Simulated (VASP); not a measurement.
# Be5Ir (P-62m) in VASP: notebook, part 2 of 2

VASP 6.6.1. The steps go on from the part before.

### 3 Relaxation of cell and atoms, PBE

This run uses another cell than the first one, of 9.01 Å³/atom, 0.998 times its volume.

Contents of INCAR:

```
  PREC = Accurate
  ENCUT = 600
  EDIFF = 1E-6
  ISMEAR = -1
  SIGMA = 0.15
  LREAL = F
  LASPH = T
  NELM = 80
  ALGO = Fast
  ISIF = 3
  LWAVE = F
  LCHARG = F
  GGA = PE
  IBRION = 2
  NSW = 80
  EDIFFG = -0.001
```

Contents of KPOINTS:

```
Automatic mesh
0
Gamma
  12 12 10
```

Contents of POSCAR:

```
Be5Ir
1.0
    4.1961695080      0.0000000000      0.0000000000
   -2.0980847540      3.6339893925      0.0000000000
    0.0000000000      0.0000000000      3.5439882549
Be Ir
5 1
Direct
    0.6666666667      0.3333333333      0.5000000000
    0.3333333333      0.6666666667      0.5000000000
    0.0000000000      0.6064773522      0.0000000000
    0.6064773522      0.0000000000      0.0000000000
    0.3935226478      0.3935226478      0.0000000000
    0.0000000000      0.0000000000      0.5000000000
```

Potentials or basis: VASP PAW PBE potentials, release 64 (Be, Ir).

On the command line:

```console
$ cat potpaw_PBE.64/Be/POTCAR potpaw_PBE.64/Ir/POTCAR > POTCAR
$ mpirun -np 1 vasp_std > vasp.out
```

OUTCAR:

```text
PREC = Accurate
   ENCUT = 600
   EDIFF = 1E-6
   ISMEAR = -1
   LREAL = F
   LASPH = T
   NELM = 80
   ISIF = 3
   GGA = PE
   IBRION = 2
   NSW = 80
   EDIFFG = -0.001

 ion  position               nearest neighbor table
   1  0.667  0.333  0.500-   4 2.19   4 2.19   3 2.19   3 2.19   5 2.19   5 2.19   6 2.42   6 2.42
                             6 2.42
   2  0.333  0.667  0.500-   3 2.19   3 2.19   4 2.19   4 2.19   5 2.19   5 2.19   6 2.42   6 2.42
                             6 2.42
   3  0.000  0.606  0.000-   2 2.19   2 2.19   1 2.19   1 2.19   4 2.24   4 2.24   5 2.24   5 2.24
                             6 2.42   6 2.42
   4  0.606  0.000  0.000-   1 2.19   1 2.19   2 2.19   2 2.19   3 2.24   5 2.24   5 2.24   3 2.24
                             6 2.42   6 2.42
   5  0.394  0.394  0.000-   2 2.19   2 2.19   1 2.19   1 2.19   4 2.24   4 2.24   3 2.24   3 2.24
                             6 2.42   6 2.42
   6  0.000  0.000  0.500-   3 2.42   5 2.42   3 2.42   5 2.42   4 2.42   4 2.42   1 2.42   2 2.42
                             2 2.42   1 2.42   1 2.42   2 2.42

  LATTYP: Found a hexagonal cell.
 ALAT       =     4.1961695080
 C/A-ratio  =     0.8445770001

  Lattice vectors:

 A1 = (   4.1961695080,   0.0000000000,   0.0000000000)
 A2 = (  -2.0980847540,   3.6339893925,   0.0000000000)
 A3 = (   0.0000000000,   0.0000000000,   3.5439882549)

Analysis of symmetry for initial positions (statically):
=====================================================================
 Subroutine PRICEL returns:
 Original cell was already a primitive cell.

 Routine SETGRP: Setting up the symmetry group for a
 hexagonal supercell.

 Subroutine GETGRP returns: Found 12 space group operations
 (whereof 12 operations were pure point group operations)
 out of a pool of 24 trial point group operations.

The static configuration has the point symmetry D_3h.

Analysis of symmetry for dynamics (positions and initial velocities):
=====================================================================
 Subroutine PRICEL returns:
 Original cell was already a primitive cell.

 Routine SETGRP: Setting up the symmetry group for a
 hexagonal supercell.

 Subroutine GETGRP returns: Found 12 space group operations
 (whereof 12 operations were pure point group operations)
 out of a pool of 24 trial point group operations.

The dynamic configuration has the point symmetry D_3h.

 Subroutine INISYM returns: Found 12 space group operations
 (whereof 12 operations are pure point group operations),
 and found     1 'primitive' translations

----------------------------------------------------------------------------------------

                                     Primitive cell

  volume of cell :      54.0417

  direct lattice vectors                    reciprocal lattice vectors
     4.196169508  0.000000000  0.000000000     0.238312584  0.137589835  0.000000000
    -2.098084754  3.633989393  0.000000000     0.000000000  0.275179670  0.000000000
     0.000000000  0.000000000  3.543988255     0.000000000  0.000000000  0.282167978

  length of vectors
     4.196169508  4.196169508  3.543988255     0.275179670  0.275179670  0.282167978

  position of ions in fractional coordinates (direct lattice)
     0.666666667  0.333333333  0.500000000
     0.333333333  0.666666667  0.500000000
     0.000000000  0.606477352  0.000000000
     0.606477352  0.000000000  0.000000000
     0.393522648  0.393522648  0.000000000
     0.000000000  0.000000000  0.500000000

[... 86 lines left out ...]
   ISIF   =      3    stress and relaxation
   ISYM   =      2    0-nonsym 1-usesym 2-fastsym
   POTIM  = 0.5000    time-step for ionic-motion
   TEBEG  =    0.0;   TEEND  =   0.0 temperature during run
   PSTRESS=    0.0 pullay stress
   NELECT =      19.0000    total number of electrons
   NUPDOWN=      -1.0000    fix difference up-down
   EMIN   =  10.00;   EMAX   =-10.00  energy-range for DOS
   EFERMI =   0.00;   METHOD = LEGACY
   ISMEAR =    -1;   SIGMA  =   0.15  broadening in eV -4-tet -1-fermi 0-gaus
   EFERMI_NEDOS =   21; number of points for ismear=-14 and -15
   IALGO  =     68    algorithm
   IMIX   =      4    mixing-type and parameters
     AMIX     =   0.40;   BMIX     =  1.00
     AMIX_MAG =   1.60;   BMIX_MAG =  1.00
  volume/ion in A,a.u.               =       9.01        60.78
  Fermi-wavevector in a.u.,A,eV,Ry     =   1.155446  2.183477 18.164537  1.335056
  Thomas-Fermi vector in A             =   2.292075
   LORBIT       =      0    0 simple, 1 ext, 2 COOP (PROOUT), +10 PAW based schemes
   GGA     = PE    functional components
   LHFCALC =     F    Hartree Fock is set to
   AEXX    =    0.0000 exact exchange contribution
   IVDW    =     0    specifies the selected vdW correction
   LEPSILON=     F    determine dielectric tensor
   LRPA    =     F    only Hartree local field effects (RPA)
 conjugate gradient relaxation of ions
 non-spin polarized calculation
 RMM-DIIS sequential band-by-band and
  energy-cutoff  :      600.00
  volume of cell :       54.04
 maximum number of plane-waves:      1850
 NGX is ok and might be reduce to    36
   NGX = 17   NGY = 17   NGZ = 15

--------------------------------------- Ionic step        1  -------------------------------------------

 number of electron      19.0000001 magnetization

 Free energy of the ion-electron system (eV)
  ---------------------------------------------------
  ext. energy  EPLUGINS =         0.00000000
  ---------------------------------------------------
  free energy    TOTEN  =       -29.42224175 eV

  energy without entropy =      -29.30491531  energy(sigma->0) =      -29.36357853

------------------------ aborting loop because EDIFF is reached ----------------------------------------

  FORCE on cell =-STRESS in cart. coord.  units (eV):
  Direction    XX          YY          ZZ          XY          YZ          ZX
  --------------------------------------------------------------------------------------
  -------------------------------------------------------------------------------------
  Total        0.0885549      0.0885549      0.2405225      0.0000000      0.0000000      0.0000000
  in kB        2.6253933      2.6253933      7.1307835      0.0000000      0.0000000      0.0000000
  external PRESSURE =       4.1271900 kB  Pullay stress =       0.0000000 kB
[... 101 lines left out ...]
  FREE ENERGIE OF THE ION-ELECTRON SYSTEM (eV)
  ---------------------------------------------------
  free  energy   TOTEN  =       -29.4224925078 eV

  energy  without entropy=      -29.3047175687  energy(sigma->0) =      -29.36360504

[... ionic steps 4 to 16 ...]

--------------------------------------- Ionic step       17  -------------------------------------------

 number of electron      19.0000001 magnetization

------------------------ aborting loop because EDIFF is reached ----------------------------------------
[... 75 lines left out ...]
--------------------------------------- Ionic step       19  -------------------------------------------

 number of electron      19.0000001 magnetization

 Free energy of the ion-electron system (eV)
  ---------------------------------------------------
  ext. energy  EPLUGINS =         0.00000000
  ---------------------------------------------------
  free energy    TOTEN  =       -29.42310779 eV

  energy without entropy =      -29.30396198  energy(sigma->0) =      -29.36353488

 E-fermi :   7.1039     XC(G=0): -11.4303

 val. band max:        7.0754443363   @ k =   0.2500   0.0833   0.5000
 cond. band min:       7.1157792897   @ k =   0.3333   0.0833   0.2000
 fundamental gap:      0.0403349534
 Fermi energy:         7.1038892413

 k-point     1 :       0.0000    0.0000    0.0000
  band No.  band energies     occupation
      1      -3.4218      2.00000
      2       2.1319      2.00000
      3       2.1319      2.00000
      4       2.7604      2.00000
      5       4.4854      2.00000
      6       4.7926      2.00000
      7       4.7926      2.00000
      8       4.8009      2.00000
      9       6.4910      1.96695
     10       6.4910      1.96695
     11       8.7539      0.00003
     12      10.9335      0.00000
     13      10.9335      0.00000
[... 354 lines left out ...]
  band No.  band energies     occupation
      1      -2.2242      2.00000
      2       0.4904      2.00000
      3       2.2087      2.00000
      4       2.9385      2.00000
      5       3.1656      2.00000
      6       4.3076      2.00000
      7       4.4019      2.00000
      8       5.2473      1.99999
      9       6.2684      1.99240
     10       7.1914      0.71615
     11       9.7538      0.00000
     12      10.9377      0.00000
     13      11.9313      0.00000

 [... further k-points ...]
[... 5 lines left out ...]
  --------------------------------------------------------------------------------------
  -------------------------------------------------------------------------------------
  Total        0.0046945      0.0046945      0.0001629      0.0000000     -0.0000000      0.0000000
  in kB        0.1386053      0.1386053      0.0048090      0.0000000     -0.0000000      0.0000000
  external PRESSURE =       0.0940066 kB  Pullay stress =       0.0000000 kB
[... 21 lines left out ...]
  FREE ENERGIE OF THE ION-ELECTRON SYSTEM (eV)
  ---------------------------------------------------
  free  energy   TOTEN  =       -29.4231077885 eV

  energy  without entropy=      -29.3039619776  energy(sigma->0) =      -29.36353488

 reached required accuracy - stopping structural energy minimisation
```

OSZICAR:

```text
N       E                     dE             d eps       ncg     rms          rms(c)
DAV:   1     0.926872910649E+02    0.92687E+02   -0.85706E+03  2964   0.143E+03
DAV:   2    -0.221722033587E+02   -0.11486E+03   -0.10924E+03  3000   0.310E+02
DAV:   3    -0.322976733282E+02   -0.10125E+02   -0.96865E+01  4218   0.768E+01
[... 108 lines left out ...]
RMM:   2    -0.294231078921E+02    0.18284E-05   -0.36886E-06  2247   0.173E-02    0.311E-03
RMM:   3    -0.294231075751E+02    0.31703E-06   -0.14573E-06  1706   0.985E-03
  18 F= -.29423108E+02 E0= -.29363532E+02  d E =-.617540E-06
       N       E                     dE             d eps       ncg     rms          rms(c)
DAV:   1    -0.294231078509E+02    0.41282E-07   -0.65248E-06  3509   0.222E-02    0.149E-03
RMM:   2    -0.294231077885E+02    0.62394E-07   -0.14314E-07  1411   0.321E-03
  19 F= -.29423108E+02 E0= -.29363535E+02  d E =-.830891E-06
```

CONTCAR:

```text
Be5Ir
   1.00000000000000
     4.1957459111034074    0.0000000000000000   -0.0000000000000000
    -2.0978729555517037    3.6336225468265915    0.0000000000000000
     0.0000000000000000    0.0000000000000000    3.5593504344797360
  Be              Ir
     5     1
Direct
     0.6666666667000030    0.3333333332999970    0.5000000000000000
     0.3333333332999970    0.6666666667000030    0.5000000000000000
     0.0000000000000000    0.6101122599548617    0.0000000000000000
     0.6101122599548617    0.0000000000000000    0.0000000000000000
     0.3898877400451384    0.3898877400451384    0.0000000000000000
     0.0000000000000000    0.0000000000000000    0.5000000000000000

  0.00000000E+00  0.00000000E+00  0.00000000E+00
  0.00000000E+00  0.00000000E+00  0.00000000E+00
  0.00000000E+00  0.00000000E+00  0.00000000E+00
  0.00000000E+00  0.00000000E+00  0.00000000E+00
  0.00000000E+00  0.00000000E+00  0.00000000E+00
  0.00000000E+00  0.00000000E+00  0.00000000E+00
```

Run time: 11 min. Hardware: 1 thread of Oxide Virtual Turin-like, shared host; peak memory 0.24 GiB.

What came out:

```
Free energy                            : -29.4231 eV
Relaxed volume                         : 9.04 Å³/atom
Relaxed cell                           : a = 4.196 Å, b = 4.196 Å, c = 3.559 Å, α = 90.00°, β = 90.00°, γ = 120.00°
Space group after relaxing (to 0.05 Å) : P-62m (No. 189)
Energy gained by relaxing              : 0.1 meV/atom
Ionic steps                            : 19
Pressure after relaxing                : 0.0 GPa
```

The path:
```tsv
step	energy change (eV)	largest force (eV/Å)	pressure (GPa)	volume (Å³)
1	0.0000	0.0165	0.41	54.04
2	-0.0002	0.0242	-0.17	54.22
3	-0.0003	0.0234	-0.07	54.20
4	-0.0003	0.0233	-0.13	54.21
5	-0.0004	0.0230	-0.09	54.21
6	-0.0005	0.0221	0.03	54.20
7	-0.0006	0.0173	0.02	54.21
8	-0.0008	0.0036	0.06	54.24
9	-0.0009	0.0010	0.06	54.25
10	-0.0009	0.0003	0.08	54.25
11	-0.0008	0.0015	-0.11	54.31
12	-0.0009	0.0001	-0.02	54.27
13	-0.0009	0.0004	0.04	54.26
14	-0.0009	0.0000	-0.01	54.26
15	-0.0009	0.0002	0.01	54.26
16	-0.0009	0.0005	0.00	54.26
17	-0.0009	0.0018	0.03	54.27
18	-0.0009	0.0011	-0.01	54.27
19	-0.0009	0.0010	0.01	54.26
```

Final structure:
```
CELL_PARAMETERS angstrom
4.19575 0.00000 0.00000
-2.09787 3.63362 0.00000
0.00000 0.00000 3.55935
ATOMIC_POSITIONS crystal
Be 0.66667 0.33333 0.50000
Be 0.33333 0.66667 0.50000
Be 0.00000 0.61011 0.00000
Be 0.61011 0.00000 0.00000
Be 0.38989 0.38989 0.00000
Ir 0.00000 0.00000 0.50000
```

Levels at points of the mesh, in eV from the Fermi level:
| k point | band 6 | band 7 | band 8 | band 9 | band 10 | band 11 | band 12 | band 13 |
| --- | --- | --- | --- | --- | --- | --- | --- | --- |
| (0.00, 0.00, 0.00) | -2.31 | -2.31 | -2.30 | -0.61 | -0.61 | 1.65 | 3.83 | 3.83 |
| (0.50, 0.00, 0.00) | -3.11 | -2.84 | -2.57 | -0.06 | 0.77 | 2.69 | 3.10 | 5.49 |
| (0.00, 0.00, 0.50) | -3.87 | -2.20 | -1.12 | 2.18 | 2.67 | 2.67 | 2.79 | 2.79 |
| (0.50, 0.00, 0.50) | -3.08 | -2.57 | -1.88 | -1.79 | -0.94 | -0.59 | 4.87 | 5.20 |

Caveat: spin-orbit coupling is left out, which moves the levels of the heavy elements.
